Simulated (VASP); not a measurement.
A run of VASP 6.6.1 is set up as follows.

INCAR

```
SYSTEM = Au
PREC = Accurate
ENCUT = 520
EDIFF = 1E-6
ISMEAR = 0
SIGMA = 0.05
LREAL = .False.
LASPH = .True.
NELM = 80
ALGO = Fast
ISIF = 2
LWAVE = .False.
LCHARG = .True.
GGA = PE
LELF = .True.
LVHAR = .True.
NBANDS = 12
```

Contents of KPOINTS:

```
Automatic mesh
0
Gamma
  8 8 8
  0 0 0
```

File POSCAR:

```
Au
1.0
   -1.6523098257      1.6523098257      1.6523098257
    1.6523098257     -1.6523098257      1.6523098257
    1.6523098257      1.6523098257     -1.6523098257
Au
1
Direct
    0.0000000000      0.0000000000      0.0000000000
```

Potentials or basis: VASP PAW PBE potentials, release 64 (Au).

Launch:

```bash
$ cat potpaw_PBE.64/Au/POTCAR > POTCAR
$ mpirun -np 1 vasp_std > vasp.out
```

Task: Estimate the pressure.

Result: -0.3 GPa.
